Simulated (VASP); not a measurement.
# HgTe (I-4m2) in VASP: further runs

The runs below take HgTe through single point, with PBE.

All numbers are computed with VASP 6.6.1; they aren't measurements. Logs are shortened: lines on timing, memory, paths and dates and some standing lists are left out, and cuts for length are marked.

## 1. The cell of the first run

It takes space group I-4m2 (No. 119, tetragonal). The conventional cell has a = 4.331 Å, b = 4.331 Å, c = 6.447 Å, α = 90.00°, β = 90.00°, γ = 90.00°. Hg (site symmetry -4m2) has 4 Te at 2.70 Å within 3.6 Å. Te (site symmetry -4m2) has 4 Hg at 2.70 Å within 3.6 Å.

## 2. Single point, PBE (strain -0.0500 x Voigt [1, 1, 0, 0, 0, 0])

Input file INCAR:

```
SYSTEM = HgTe
ALGO = Normal
EDIFF = 1E-7
ENCUT = 520
GGA = PE
ISIF = 2
ISMEAR = 0
LASPH = .True.
LCHARG = .False.
LREAL = .False.
LWAVE = .False.
NBANDS = 16
NELM = 100
PREC = Accurate
SIGMA = 0.15
```

Input file KPOINTS:

```
k-points
0
Gamma
  14 14 14
  0 0 0
```

Input file POSCAR:

```
HgTe
1.0
    0.0000000000      3.0623250000      3.2235000000
    3.0623250000      0.0000000000      3.2235000000
    3.0623250000      3.0623250000      0.0000000000
Hg Te
1 1
Direct
    0.0000000000      0.0000000000      0.0000000000
    0.7500000000      0.7500000000      0.7500000000
```

Potentials or basis: VASP PAW PBE potentials, release 64 (Hg, Te).

On the command line:

```bash
cat potpaw_PBE.64/Hg/POTCAR potpaw_PBE.64/Te/POTCAR > POTCAR
mpirun -np 1 vasp_std > vasp.out
```

OUTCAR:

```text
SYSTEM = HgTe
   EDIFF = 1E-7
   ENCUT = 520
   GGA = PE
   ISIF = 2
   ISMEAR = 0
   LASPH = .True.
   LREAL = .False.
   NELM = 100
   PREC = Accurate

 ion  position               nearest neighbor table
   1  0.000  0.000  0.000-   2 2.70   2 2.70   2 2.70   2 2.70
   2  0.750  0.750  0.750-   1 2.70   1 2.70   1 2.70   1 2.70

  LATTYP: Found a body centered tetragonal cell.
 ALAT       =     4.3307815474
 C/A-ratio  =     1.4886458551

  Lattice vectors:

 A1 = (  -3.0623250000,   0.0000000000,   3.2235000000)
 A2 = (   3.0623250000,   0.0000000000,   3.2235000000)
 A3 = (   0.0000000000,   3.0623250000,  -3.2235000000)

Analysis of symmetry for initial positions (statically):
=====================================================================
 Subroutine PRICEL returns:
 Original cell was already a primitive cell.

 Routine SETGRP: Setting up the symmetry group for a
 body centered tetragonal supercell.

 Subroutine GETGRP returns: Found  8 space group operations
 (whereof  8 operations were pure point group operations)
 out of a pool of 16 trial point group operations.

The static configuration has the point symmetry D_2d.

Analysis of symmetry for dynamics (positions and initial velocities):
=====================================================================
 Subroutine PRICEL returns:
 Original cell was already a primitive cell.

 Routine SETGRP: Setting up the symmetry group for a
 body centered tetragonal supercell.

 Subroutine GETGRP returns: Found  8 space group operations
 (whereof  8 operations were pure point group operations)
 out of a pool of 16 trial point group operations.

The dynamic configuration has the point symmetry D_2d.

 Subroutine INISYM returns: Found  8 space group operations
 (whereof  8 operations are pure point group operations),
 and found     1 'primitive' translations

----------------------------------------------------------------------------------------

                                     Primitive cell

  volume of cell :      60.4589

  direct lattice vectors                    reciprocal lattice vectors
     0.000000000  3.062325000  3.223500000    -0.163274636  0.163274636  0.155110904
     3.062325000  0.000000000  3.223500000     0.163274636 -0.163274636  0.155110904
     3.062325000  3.062325000  0.000000000     0.163274636  0.163274636 -0.155110904

  length of vectors
     4.446210370  4.446210370  4.330781547     0.278166508  0.278166508  0.278166508

  position of ions in fractional coordinates (direct lattice)
     0.000000000  0.000000000  0.000000000
     0.750000000  0.750000000  0.750000000

  ion indices of the primitive-cell ions
   primitive index   ion index
                 1           1
                 2           2

----------------------------------------------------------------------------------------

 KPOINTS: k-points

Automatic generation of k-mesh.
 Grid dimensions read from file:
 generate k-points for:   14   14   14

 Generating k-lattice:

  Cartesian coordinates                     Fractional coordinates (reciprocal lattice)
    -0.011662474  0.011662474  0.011079350     0.071428571  0.000000000  0.000000000
     0.011662474 -0.011662474  0.011079350     0.000000000  0.071428571  0.000000000
     0.011662474  0.011662474 -0.011079350     0.000000000  0.000000000  0.071428571

  Length of vectors
     0.019869036  0.019869036  0.019869036

  Shift w.r.t. Gamma in fractional coordinates (k-lattice)
     0.000000000  0.000000000  0.000000000

 Subroutine IBZKPT returns following result:
 ===========================================

 Found    244 irreducible k-points:

 Following reciprocal coordinates:
            Coordinates               Weight
  0.000000  0.000000  0.000000      1.000000
  0.071429 -0.000000  0.000000      8.000000
  0.142857 -0.000000  0.000000      8.000000
  0.214286 -0.000000  0.000000      8.000000
  0.285714  0.000000  0.000000      8.000000
  0.357143 -0.000000  0.000000      8.000000
[... 16 lines left out ...]
  0.214286  0.142857  0.000000      8.000000
  0.285714  0.142857  0.000000      8.000000
 [... further k-points ...]
   k-points           NKPTS =    244   k-points in BZ     NKDIM =    244   number of bands    NBANDS=     16
   number of dos      NEDOS =    301   number of ions     NIONS =      2
   total plane-waves  NPLWV =  41472
   dimension x,y,z NGX =    36 NGY =   36 NGZ =   32
   dimension x,y,z NGXF=    72 NGYF=   72 NGZF=   64
   ions per type =               1   1
   NGX,Y,Z   is equivalent  to a cutoff of  13.46, 13.46, 12.28 a.u.
   NGXF,Y,Z  is equivalent  to a cutoff of  26.92, 26.92, 24.57 a.u.
 SYSTEM =  HgTe
   PREC   = accura    normal or accurate (medium, high low for compatibility)
   ISTART =      0    job   : 0-new  1-cont  2-samecut
   ICHARG =      2    charge: 1-file 2-atom 10-const
   ISPIN  =      1    spin polarized calculation?
   LNONCOLLINEAR =      F non collinear calculations
   LSORBIT =      F    spin-orbit coupling
   LASPH  =      T    aspherical Exc in radial PAW
   ENCUT  =  520.0 eV  38.22 Ry    6.18 a.u.   8.27  8.27  8.05*2*pi/ulx,y,z
   NELM   =    100;   NELMIN=  2; NELMDL= -5     # of ELM steps
   EDIFF  = 0.1E-06   stopping-criterion for ELM
   LREAL  =      F    real-space projection
   EDIFFG = 0.1E-05   stopping-criterion for IOM
   NSW    =      0    number of steps for IOM
   IBRION =     -1    ionic relax: 0-MD 1-quasi-New 2-CG
   NFREE  =      0    steps in history (QN), initial steepest desc. (CG)
   ISIF   =      2    stress and relaxation
   ISYM   =      2    0-nonsym 1-usesym 2-fastsym
   POTIM  = 0.5000    time-step for ionic-motion
   TEBEG  =    0.0;   TEEND  =   0.0 temperature during run
   PSTRESS=    0.0 pullay stress
   NELECT =      18.0000    total number of electrons
   NUPDOWN=      -1.0000    fix difference up-down
   EMIN   =  10.00;   EMAX   =-10.00  energy-range for DOS
   EFERMI =   0.00;   METHOD = LEGACY
   ISMEAR =     0;   SIGMA  =   0.15  broadening in eV -4-tet -1-fermi 0-gaus
   EFERMI_NEDOS =   21; number of points for ismear=-14 and -15
   IALGO  =     38    algorithm
   IMIX   =      4    mixing-type and parameters
     AMIX     =   0.40;   BMIX     =  1.00
     AMIX_MAG =   1.60;   BMIX_MAG =  1.00
  volume/ion in A,a.u.               =      30.23       204.00
  Fermi-wavevector in a.u.,A,eV,Ry     =   1.093148  2.065750 16.258585  1.194972
  Thomas-Fermi vector in A             =   2.229428
   LORBIT       =      0    0 simple, 1 ext, 2 COOP (PROOUT), +10 PAW based schemes
   GGA     = PE    functional components
   LHFCALC =     F    Hartree Fock is set to
   AEXX    =    0.0000 exact exchange contribution
   IVDW    =     0    specifies the selected vdW correction
   LEPSILON=     F    determine dielectric tensor
   LRPA    =     F    only Hartree local field effects (RPA)
 non-spin polarized calculation
 Gauss-broadening in eV      SIGMA  =   0.15
  energy-cutoff  :      520.00
  volume of cell :       60.46
 maximum number of plane-waves:      1652
 NGX is ok and might be reduce to    36
   NGX = 17   NGY = 17   NGZ = 17

 number of electron      18.0000001 magnetization

 Free energy of the ion-electron system (eV)
  ---------------------------------------------------
  ext. energy  EPLUGINS =         0.00000000
  ---------------------------------------------------
  free energy    TOTEN  =        -3.26843636 eV

  energy without entropy =       -3.26828716  energy(sigma->0) =       -3.26836176

 E-fermi :   4.5198     XC(G=0):  -9.2615

 val. band max:        4.4232696460   @ k =   0.0000   0.0000   0.0000
 cond. band min:       4.8559537126   @ k =   0.0714  -0.0000   0.0000
 fundamental gap:      0.4326840667
 Fermi energy:         4.5198011935

 k-point     1 :       0.0000    0.0000    0.0000
  band No.  band energies     occupation
      1      -8.5034      2.00000
      2      -3.7243      2.00000
      3      -3.7072      2.00000
      4      -3.7072      2.00000
      5      -3.0684      2.00000
      6      -3.0176      2.00000
[... 8 lines left out ...]
     15      13.6123      0.00000
     16      13.6541      0.00000

 k-point     2 :       0.0714   -0.0000    0.0000
  band No.  band energies     occupation
      1      -8.4713      2.00000
      2      -3.7177      2.00000
      3      -3.6980      2.00000
      4      -3.6977      2.00000
      5      -3.0688      2.00000
      6      -3.0198      2.00000
[... 8 lines left out ...]
     15      13.0631      0.00000
     16      13.7177      0.00000

 k-point     3 :       0.1429   -0.0000    0.0000
  band No.  band energies     occupation
      1      -8.3796      2.00000
      2      -3.6963      2.00000
      3      -3.6714      2.00000
      4      -3.6681      2.00000
      5      -3.0685      2.00000
      6      -3.0250      2.00000
[... 8 lines left out ...]
     15      12.7773      0.00000
     16      13.1985      0.00000

 k-point     4 :       0.2143   -0.0000    0.0000
  band No.  band energies     occupation
      1      -8.2421      2.00000
      2      -3.6606      2.00000
      3      -3.6350      2.00000
      4      -3.6058      2.00000
      5      -3.0638      2.00000
      6      -3.0298      2.00000
[... 8 lines left out ...]
     15      12.7904      0.00000
     16      12.9423      0.00000
[... 324 lines left out ...]
 k-point    22 :       0.1429    0.1429    0.0000
  band No.  band energies     occupation
      1      -8.3446      2.00000
      2      -3.7194      2.00000
      3      -3.6384      2.00000
      4      -3.6384      2.00000
      5      -3.0960      2.00000
      6      -3.0060      2.00000
[... 8 lines left out ...]
     15      12.3304      0.00000
     16      14.4791      0.00000

 k-point    23 :       0.2143    0.1429    0.0000
  band No.  band energies     occupation
      1      -8.2441      2.00000
      2      -3.6999      2.00000
      3      -3.6003      2.00000
      4      -3.5977      2.00000
      5      -3.1037      2.00000
      6      -3.0021      2.00000
[... 8 lines left out ...]
     15      13.0549      0.00000
     16      14.1611      0.00000

 k-point    24 :       0.2857    0.1429    0.0000
  band No.  band energies     occupation
      1      -8.1068      2.00000
      2      -3.6545      2.00000
      3      -3.5587      2.00000
      4      -3.5307      2.00000
      5      -3.0997      2.00000
      6      -3.0003      2.00000
[... 8 lines left out ...]
     15      13.4642      0.00000
     16      13.9813      0.00000

 [... further k-points ...]

------------------------ aborting loop because EDIFF is reached ----------------------------------------

  FORCE on cell =-STRESS in cart. coord.  units (eV):
  Direction    XX          YY          ZZ          XY          YZ          ZX
  --------------------------------------------------------------------------------------
  -------------------------------------------------------------------------------------
  Total        4.2686065      4.2686065      4.1176211      0.0000000      0.0000000      0.0000000
  in kB      113.1192392    113.1192392    109.1180856      0.0000000      0.0000000      0.0000000
  external PRESSURE =     111.7855214 kB  Pullay stress =       0.0000000 kB

 VOLUME and BASIS-vectors are now :
 -----------------------------------------------------------------------------
  energy-cutoff  :      520.00
  volume of cell :       60.46
      direct lattice vectors                 reciprocal lattice vectors
     0.000000000  3.062325000  3.223500000    -0.163274636  0.163274636  0.155110904
     3.062325000  0.000000000  3.223500000     0.163274636 -0.163274636  0.155110904
     3.062325000  3.062325000  0.000000000     0.163274636  0.163274636 -0.155110904

 POSITION                                       TOTAL-FORCE (eV/Angst)
 -----------------------------------------------------------------------------------
      0.00000      0.00000      0.00000         0.000000      0.000000     -0.000000
      4.59349      4.59349      4.83525        -0.000000     -0.000000      0.000000
 -----------------------------------------------------------------------------------
    total drift:                                0.000000      0.000000     -0.000000

  FREE ENERGIE OF THE ION-ELECTRON SYSTEM (eV)
  ---------------------------------------------------
  free  energy   TOTEN  =        -3.2684363602 eV

  energy  without entropy=       -3.2682871647  energy(sigma->0) =       -3.26836176
```

It took 7.6 min on 1 thread of AMD EPYC 7R13, shared host; peak memory 0.36 GiB.

What came out:

```yaml
Free_energy: -3.2684 eV
Pressure: 11.2 GPa
Band_gap_on_the_k_mesh: zero (filled and empty bands touch)
```

Stress tensor (GPa, compression positive):
```
11.31  0.00  0.00
 0.00 11.31  0.00
 0.00  0.00 10.91
```

Levels at points of the mesh, in eV from the Fermi level:
| k point | band 7 | band 8 | band 9 | band 10 | band 11 | band 12 |
| --- | --- | --- | --- | --- | --- | --- |
| (0.00, 0.00, 0.00) | -0.61 | -0.32 | -0.10 | -0.10 | 3.85 | 3.86 |
| (0.50, 0.00, 0.00) | -6.44 | -1.53 | -1.25 | 0.52 | 4.61 | 4.90 |
| (0.50, 0.50, 0.00) | -6.42 | -2.79 | -2.79 | 1.91 | 2.21 | 8.24 |
| (0.50, 0.00, 0.50) | -6.14 | -3.10 | -2.95 | 1.51 | 1.93 | 8.59 |

Caveat: the cell differs from its parent crystal (strain -0.0500 x Voigt [1, 1, 0, 0, 0, 0]); the cell stands under pressure; semilocal functionals underestimate gaps, so a narrow gap can read as zero; spin-orbit coupling is left out, which moves the levels of the heavy elements.

## 3. Single point, PBE (strain -0.0250 x Voigt [1, 1, 0, 0, 0, 0])

Input file INCAR:

```
ALGO = Normal
EDIFF = 1E-6
ENCUT = 520
GGA = PE
ISIF = 2
ISMEAR = 0
LASPH = T
LCHARG = F
LREAL = F
LWAVE = F
NBANDS = 16
NELM = 100
PREC = Accurate
SIGMA = 0.15
```

Input file KPOINTS:

```
k-points
0
Gamma
  14 14 14
```

Input file POSCAR:

```
HgTe
1.0
    0.0000000000      3.1429125000      3.2235000000
    3.1429125000      0.0000000000      3.2235000000
    3.1429125000      3.1429125000      0.0000000000
Hg Te
1 1
Direct
    0.0000000000      0.0000000000      0.0000000000
    0.7500000000      0.7500000000      0.7500000000
```

Potentials or basis: VASP PAW PBE potentials, release 64 (Hg, Te).

On the command line:

```bash
cat potpaw_PBE.64/Hg/POTCAR potpaw_PBE.64/Te/POTCAR > POTCAR
mpirun -np 1 vasp_std > vasp.out
```

OUTCAR:

```text
EDIFF = 1E-6
   ENCUT = 520
   GGA = PE
   ISIF = 2
   ISMEAR = 0
   LASPH = T
   LREAL = F
   NELM = 100
   PREC = Accurate

 ion  position               nearest neighbor table
   1  0.000  0.000  0.000-   2 2.75   2 2.75   2 2.75   2 2.75
   2  0.750  0.750  0.750-   1 2.75   1 2.75   1 2.75   1 2.75

  LATTYP: Found a body centered tetragonal cell.
 ALAT       =     4.4447494829
 C/A-ratio  =     1.4504754486

  Lattice vectors:

 A1 = (  -3.1429125000,   0.0000000000,   3.2235000000)
 A2 = (   3.1429125000,   0.0000000000,   3.2235000000)
 A3 = (   0.0000000000,   3.1429125000,  -3.2235000000)

Analysis of symmetry for initial positions (statically):
=====================================================================
 Subroutine PRICEL returns:
 Original cell was already a primitive cell.

 Routine SETGRP: Setting up the symmetry group for a
 body centered tetragonal supercell.

 Subroutine GETGRP returns: Found  8 space group operations
 (whereof  8 operations were pure point group operations)
 out of a pool of 16 trial point group operations.

The static configuration has the point symmetry D_2d.

Analysis of symmetry for dynamics (positions and initial velocities):
[... 159 lines left out ...]

 E-fermi :   3.8841     XC(G=0):  -9.0151

 val. band max:        3.7746426143   @ k =   0.0000   0.0000   0.0000
 cond. band min:       4.1762347156   @ k =   0.0714   0.0000   0.0000
 fundamental gap:      0.4015921013
 Fermi energy:         3.8841038517

 k-point     1 :       0.0000    0.0000    0.0000
  band No.  band energies     occupation
      1      -8.6881      2.00000
      2      -3.9785      2.00000
      3      -3.9713      2.00000
      4      -3.9713      2.00000
      5      -3.3812      2.00000
      6      -3.3600      2.00000
[... 433 lines left out ...]
      3      -3.8387      2.00000
      4      -3.8014      2.00000
      5      -3.4074      2.00000
      6      -3.3398      2.00000
[... 8 lines left out ...]
     15      12.8435      0.00000
     16      13.2882      0.00000

 [... further k-points ...]

------------------------ aborting loop because EDIFF is reached ----------------------------------------

  FORCE on cell =-STRESS in cart. coord.  units (eV):
  Direction    XX          YY          ZZ          XY          YZ          ZX
  --------------------------------------------------------------------------------------
  -------------------------------------------------------------------------------------
  Total        2.9063411      2.9063411      2.8028874      0.0000000     -0.0000000      0.0000000
  in kB       73.1197855     73.1197855     70.5170250      0.0000000     -0.0000000      0.0000000
  external PRESSURE =      72.2521987 kB  Pullay stress =       0.0000000 kB

 VOLUME and BASIS-vectors are now :
 -----------------------------------------------------------------------------
  energy-cutoff  :      520.00
  volume of cell :       63.68
      direct lattice vectors                 reciprocal lattice vectors
     0.000000000  3.142912500  3.223500000    -0.159088107  0.159088107  0.155110904
     3.142912500  0.000000000  3.223500000     0.159088107 -0.159088107  0.155110904
     3.142912500  3.142912500  0.000000000     0.159088107  0.159088107 -0.155110904

 POSITION                                       TOTAL-FORCE (eV/Angst)
 -----------------------------------------------------------------------------------
      0.00000      0.00000      0.00000        -0.000000     -0.000000      0.000000
      4.71437      4.71437      4.83525         0.000000      0.000000      0.000000
 -----------------------------------------------------------------------------------
    total drift:                               -0.000000     -0.000000      0.000000

  FREE ENERGIE OF THE ION-ELECTRON SYSTEM (eV)
  ---------------------------------------------------
  free  energy   TOTEN  =        -3.4550075535 eV

  energy  without entropy=       -3.4548377816  energy(sigma->0) =       -3.45492267
```

OSZICAR:

```text
N       E                     dE             d eps       ncg     rms          rms(c)
DAV:   1     0.105914250326E+03    0.10591E+03   -0.81301E+03  7848   0.981E+02
DAV:   2    -0.968603151982E-01   -0.10601E+03   -0.99288E+02  9024   0.230E+02
DAV:   3    -0.364589085424E+01   -0.35490E+01   -0.35404E+01  9736   0.437E+01
DAV:   4    -0.367791312963E+01   -0.32022E-01   -0.32020E-01 11648   0.378E+00
DAV:   5    -0.367802192745E+01   -0.10880E-03   -0.10880E-03 10344   0.186E-01    0.875E+00
DAV:   6    -0.346532302327E+01    0.21270E+00   -0.41104E-01  9360   0.897E+00    0.677E+00
DAV:   7    -0.345605551401E+01    0.92675E-02   -0.11075E-01  9056   0.235E+00    0.228E+00
DAV:   8    -0.345495922474E+01    0.10963E-02   -0.12946E-02  8824   0.134E+00    0.604E-01
DAV:   9    -0.345496586491E+01   -0.66402E-05   -0.77132E-04 10224   0.322E-01    0.156E-01
DAV:  10    -0.345499478510E+01   -0.28920E-04   -0.86497E-05 10040   0.810E-02    0.520E-02
DAV:  11    -0.345501048473E+01   -0.15700E-04   -0.40530E-05  9496   0.531E-02    0.485E-02
DAV:  12    -0.345500793793E+01    0.25468E-05   -0.50038E-06  8856   0.232E-02    0.225E-02
DAV:  13    -0.345500755352E+01    0.38441E-06   -0.11158E-06  7168   0.599E-03
   1 F= -.34550076E+01 E0= -.34549227E+01  d E =-.169772E-03
```

stdout:

```text
POSCAR found type information on POSCAR HgTe
 POSCAR found :  2 types and       2 ions
 scaLAPACK will be used
 LDA part: xc-table for (Slater+PW92), standard interpolation
 POSCAR, INCAR and KPOINTS ok, starting setup
 FFT: planning ... GRIDC
 FFT: planning ... GRID_SOFT
 FFT: planning ... GRID
 WAVECAR not read
 entering main loop
```

Run time: 7.4 min. Hardware: 1 thread of AMD EPYC 7R13, shared host; peak memory 0.37 GiB.

What came out:

- Free energy: -3.4550 eV
- Pressure: 7.2 GPa
- Band gap on the k mesh: zero (filled and empty bands touch)

Caveat: the cell differs from its parent crystal (strain -0.0250 x Voigt [1, 1, 0, 0, 0, 0]); the cell stands under pressure; semilocal functionals underestimate gaps, so a narrow gap can read as zero; spin-orbit coupling is left out, which moves the levels of the heavy elements.
